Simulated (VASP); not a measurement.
# CoSi2 (Immm) in VASP: further runs, part 2 of 2

VASP 6.6.1. The steps go on from the part before.

### 3 Single point, PBE (uniaxial strain along a: -4.5 %, then relaxed in part)

Input file INCAR:

```
SYSTEM = CoSi2
PREC     = Accurate       ! precision mode
ENCUT    = 520            ! plane-wave cutoff, eV
EDIFF    = 1E-7           ! SCF threshold, eV
ISMEAR   = 0              ! smearing method
SIGMA    = 0.1            ! smearing width, eV
LREAL    = .False.        ! projectors in reciprocal space
LASPH    = .True.         ! aspherical terms in the spheres
NELM     = 60             ! most SCF steps
ALGO     = Normal         ! electronic algorithm
ISIF     = 2              ! what is computed and relaxed
LWAVE    = .False.        ! write WAVECAR
LCHARG   = .False.        ! write CHGCAR
GGA      = PE             ! functional
NBANDS   = 26             ! bands
```

Input file KPOINTS:

```
Automatic mesh
0
Gamma
  10 10 8
  0 0 0
```

Input file POSCAR:

```
CoSi2
1.0
    2.5593418027      2.5593418027      0.0000000000
   -2.6922734906      2.6922734906      0.0000000000
    0.0000000000      0.0000000000      5.5226260144
Co Si
2 4
Direct
    0.0000000000      0.0000000000      0.0000000000
    0.5000000000      0.5000000000      0.5000000000
    0.0000000000      0.5000000000      0.7587428846
    0.5000000000      0.0000000000      0.7412571154
    0.5000000000      0.0000000000      0.2587428846
    0.0000000000      0.5000000000      0.2412571154
```

Potentials or basis: VASP PAW PBE potentials, release 64 (Co, Si).

Command:

```bash
$ cat potpaw_PBE.64/Co/POTCAR potpaw_PBE.64/Si/POTCAR > POTCAR
$ mpirun -np 1 vasp_std > vasp.out
```

OUTCAR:

```text
SYSTEM = CoSi2
   PREC = Accurate
   ENCUT = 520
   EDIFF = 1E-7
   ISMEAR = 0
   LREAL = .False.
   LASPH = .True.
   NELM = 60
   ISIF = 2
   GGA = PE

 ion  position               nearest neighbor table
   1  0.000  0.000  0.000-   4 2.31   5 2.31   4 2.31   5 2.31   3 2.32   6 2.32   3 2.32   6 2.32

   2  0.500  0.500  0.500-   3 2.31   6 2.31   3 2.31   6 2.31   4 2.32   5 2.32   5 2.32   4 2.32

   3  0.000  0.500  0.759-   2 2.31   2 2.31   1 2.32   1 2.32   4 2.63   4 2.63   4 2.63   4 2.63
                             6 2.66   6 2.86
   4  0.500  0.000  0.741-   1 2.31   1 2.31   2 2.32   2 2.32   3 2.63   3 2.63   3 2.63   3 2.63
                             5 2.66   5 2.86
   5  0.500  0.000  0.259-   1 2.31   1 2.31   2 2.32   2 2.32   6 2.63   6 2.63   6 2.63   6 2.63
                             4 2.66   4 2.86
   6  0.000  0.500  0.241-   2 2.31   2 2.31   1 2.32   1 2.32   5 2.63   5 2.63   5 2.63   5 2.63
                             3 2.66   3 2.86

  LATTYP: Found a simple orthorhombic cell.
 ALAT       =     3.6194558881
 B/A-ratio  =     1.0519397947
 C/A-ratio  =     1.5258166379

  Lattice vectors:

 A1 = (   2.5593418027,   2.5593418027,   0.0000000000)
 A2 = (  -2.6922734906,   2.6922734906,   0.0000000000)
 A3 = (   0.0000000000,   0.0000000000,   5.5226260144)

Analysis of symmetry for initial positions (statically):
=====================================================================
 Subroutine PRICEL returns following result:

  LATTYP: Found a body centered orthorhombic cell.
 ALAT       =     3.6194558881
 B/A-ratio  =     1.0519397947
 C/A-ratio  =     1.5258166379

  Lattice vectors:

 A1 = (   0.0664658439,  -2.6258076467,  -2.7613130072)
 A2 = (  -0.0664658439,   2.6258076467,  -2.7613130072)
 A3 = (   2.6258076466,  -0.0664658439,   2.7613130072)

   2 primitive cells build up your supercell.

 Routine SETGRP: Setting up the symmetry group for a
 simple orthorhombic supercell.
[... 148 lines left out ...]
   ISMEAR =     0;   SIGMA  =   0.10  broadening in eV -4-tet -1-fermi 0-gaus
   EFERMI_NEDOS =   21; number of points for ismear=-14 and -15
   IALGO  =     38    algorithm
   IMIX   =      4    mixing-type and parameters
     AMIX     =   0.40;   BMIX     =  1.00
     AMIX_MAG =   1.60;   BMIX_MAG =  1.00
  volume/ion in A,a.u.               =      12.68        85.60
  Fermi-wavevector in a.u.,A,eV,Ry     =   1.251488  2.364970 21.309755  1.566223
  Thomas-Fermi vector in A             =   2.385433
   LORBIT       =      0    0 simple, 1 ext, 2 COOP (PROOUT), +10 PAW based schemes
   GGA     = PE    functional components
   LHFCALC =     F    Hartree Fock is set to
   AEXX    =    0.0000 exact exchange contribution
   IVDW    =     0    specifies the selected vdW correction
   LEPSILON=     F    determine dielectric tensor
   LRPA    =     F    only Hartree local field effects (RPA)
 non-spin polarized calculation
 Gauss-broadening in eV      SIGMA  =   0.10
  energy-cutoff  :      520.00
  volume of cell :       76.11
 maximum number of plane-waves:      2080
 NGX is ok and might be reduce to    28
   NGX = 13   NGY = 15   NGZ = 21

 number of electron      34.0000011 magnetization

 Free energy of the ion-electron system (eV)
  ---------------------------------------------------
  ext. energy  EPLUGINS =         0.00000000
  ---------------------------------------------------
  free energy    TOTEN  =       -38.51728189 eV

  energy without entropy =      -38.50860952  energy(sigma->0) =      -38.51294570

 E-fermi :  10.2464     XC(G=0): -11.7925

 val. band max:       10.2442653437   @ k =   0.3000   0.3000   0.3750
 cond. band min:      10.2559365448   @ k =   0.1000   0.2000   0.3750
 fundamental gap:      0.0116712011
 Fermi energy:        10.2463737474

 k-point     1 :       0.0000    0.0000    0.0000
  band No.  band energies     occupation
      1      -2.9913      2.00000
      2       0.6391      2.00000
      3       2.8902      2.00000
      4       4.2186      2.00000
      5       5.8702      2.00000
      6       6.2290      2.00000
[... 685 lines left out ...]
     25      18.3001      0.00000
     26      18.3001      0.00000

 [... further k-points ...]
[... 5 lines left out ...]
  --------------------------------------------------------------------------------------
  -------------------------------------------------------------------------------------
  Total        1.5127199      1.5127199     -0.0733809      1.5833719      0.0000000      0.0000000
  in kB       31.8453482     31.8453482     -1.5447929     33.3326946      0.0000000      0.0000000
  external PRESSURE =      20.7153011 kB  Pullay stress =       0.0000000 kB

 VOLUME and BASIS-vectors are now :
 -----------------------------------------------------------------------------
  energy-cutoff  :      520.00
  volume of cell :       76.11
      direct lattice vectors                 reciprocal lattice vectors
     2.559341803  2.559341803  0.000000000     0.195362729  0.195362729  0.000000000
    -2.692273491  2.692273491  0.000000000    -0.185716645  0.185716645  0.000000000
     0.000000000  0.000000000  5.522626014     0.000000000  0.000000000  0.181073279

 POSITION                                       TOTAL-FORCE (eV/Angst)
 -----------------------------------------------------------------------------------
      0.00000      0.00000      0.00000         0.000000     -0.000000      0.000000
     -0.06647      2.62581      2.76131        -0.000000      0.000000     -0.000000
     -1.34614      1.34614      4.19025         0.000000     -0.000000      0.001815
      1.27967      1.27967      4.09369         0.000000     -0.000000     -0.001815
      1.27967      1.27967      1.42894         0.000000     -0.000000      0.001815
     -1.34614      1.34614      1.33237         0.000000     -0.000000     -0.001815
 -----------------------------------------------------------------------------------
    total drift:                               -0.000000      0.000000      0.000000

  FREE ENERGIE OF THE ION-ELECTRON SYSTEM (eV)
  ---------------------------------------------------
  free  energy   TOTEN  =       -38.5172818881 eV

  energy  without entropy=      -38.5086095183  energy(sigma->0) =      -38.51294570
```

It took 2.9 min on 1 thread of AMD EPYC 9R45 (Zen 5), shared host; peak memory 0.36 GiB.

What came out:

| Property | Result |
| --- | --- |
| Free energy | -38.5173 eV |
| Pressure | 2.1 GPa |
| Band gap on the k mesh | zero (band 17 reaches 12.10 eV, above the bottom of band 18 at 8.92 eV) |

Levels at points of the mesh, in eV from the Fermi level:
```tsv
k point	band 13	band 14	band 15	band 16	band 17	band 18	band 19	band 20	band 21	band 22
(0.00, 0.00, 0.00)	-2.01	-1.82	-1.32	0.70	1.71	3.00	3.05	3.17	3.19	3.43
(0.50, 0.00, 0.00)	-1.43	-1.43	-1.30	-1.30	0.19	0.19	2.37	2.37	3.76	3.76
(0.00, 0.50, 0.00)	-1.63	-1.63	-1.26	-1.26	0.65	0.65	3.20	3.20	4.20	4.20
(0.50, 0.50, 0.00)	-2.03	-2.03	-1.75	-1.75	-1.33	-1.33	1.47	1.47	2.80	2.80
(0.00, 0.00, 0.50)	-0.67	-0.67	-0.49	-0.49	-0.06	-0.06	1.50	1.50	3.35	3.35
(0.50, 0.00, 0.50)	-1.47	-1.47	-0.69	-0.69	-0.43	-0.43	2.37	2.37	3.05	3.05
(0.00, 0.50, 0.50)	-1.65	-1.65	-1.03	-1.03	0.09	0.09	3.15	3.15	3.35	3.35
(0.50, 0.50, 0.50)	-1.88	-1.88	-1.34	-1.34	-0.81	-0.81	3.28	3.28	3.57	3.57
```

Caveat: the cell differs from its parent crystal (uniaxial strain along a: -4.5 %, then relaxed in part). Spin polarisation is off, so any magnetic state and its effect on volume and gap are missing.
